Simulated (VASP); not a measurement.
Here is a VASP 6.6.1 calculation.

The input INCAR:

```
  ALGO = Normal
  EDIFF = 1E-6
  ENCUT = 520
  GGA = PE
  ISIF = 2
  ISMEAR = -1
  LASPH = True
  LCHARG = False
  LREAL = False
  LWAVE = False
  NBANDS = 8
  NELM = 80
  PREC = Accurate
  SIGMA = 0.06122561905347299
```

KPOINTS

```
k-points
0
Gamma
  21 21 21
```

The input POSCAR:

```
C
1.0
    1.7765655697      0.0000000000      0.0000000000
    0.0000000000      1.7765655697      0.0000000000
    0.0000000000      0.0000000000      1.7765655697
C
1
Direct
    0.0000000000      0.0000000000      0.0000000000
```

Potentials or basis: VASP PAW PBE potentials, release 64 (C).

Run with:

```console
$ cat potpaw_PBE.64/C/POTCAR > POTCAR
$ mpirun -np 1 vasp_std > vasp.out
```

Task: What does it give for the pressure?

Result: -0.8 GPa.

Task: Predict the band gap on the k mesh.

Result: Zero (band 2 reaches 20.07 eV, above the bottom of band 3 at 8.30 eV).
